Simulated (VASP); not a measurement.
Runs of VASP 6.6.1 on Zn. The structure is that of space group P6_3/mmc (No. 194), or close to it. The cells are those of the table. 

```csv
cell,further INCAR settings,gap on the mesh (eV),pressure (GPa)
"a = 2.665, b = 2.665, c = 4.872 Å, angles 90.0, 90.0, 120.0°, 2 atoms",ALGO = Fast; EDIFF = 1e-06; NBANDS = 19,none,0.8
"a = 2.665, b = 2.665, c = 4.798 Å, angles 90.0, 90.0, 120.0°, 2 atoms",ALGO = Fast; EDIFF = 1e-07; NBANDS = 19,none,1.9
"a = 2.585, b = 2.585, c = 4.872 Å, angles 90.0, 90.0, 120.0°, 2 atoms",ALGO = Fast; EDIFF = 1e-06; NBANDS = 19,none,8.0
"a = 2.585, b = 2.585, c = 4.947 Å, angles 90.0, 90.0, 120.0°, 2 atoms",ALGO = Fast; EDIFF = 1e-06; NBANDS = 19,none,(b)
"a = 2.585, b = 2.585, c = 5.095 Å, angles 90.0, 90.0, 120.0°, 2 atoms",ALGO = Fast; EDIFF = 1e-06; NBANDS = 19,none,4.9
"a = 2.625, b = 2.625, c = 4.872 Å, angles 90.0, 90.0, 120.0°, 2 atoms",ALGO = Fast; EDIFF = 1e-06; NBANDS = 19,none,4.0
"a = 2.585, b = 2.585, c = 5.021 Å, angles 90.0, 90.0, 120.0°, 2 atoms",ALGO = Fast; EDIFF = 1e-06; NBANDS = 19,none,5.8
"a = 2.625, b = 2.625, c = 4.798 Å, angles 90.0, 90.0, 120.0°, 2 atoms",ALGO = Fast; EDIFF = 1e-06; NBANDS = 19,none,4.9
"a = 2.585, b = 2.585, c = 4.798 Å, angles 90.0, 90.0, 120.0°, 2 atoms",ALGO = Fast; EDIFF = 1e-06; NBANDS = 19,none,(a)
```

Alike in all rows: task single point; level PBE; potentials or basis VASP PAW PBE potentials, release 64 (Zn); no spin polarisation; k mesh 24 × 24 × 10; cutoff (eV) 520; smearing gaussian 0.15 eV.

Question: Fill in the values left out.

Answer: (a) 9.1; (b) 6.9.

Caveats: the cell stands under pressure (at least some runs).

A gap of «none» marks levels without a gap at the run's occupations.
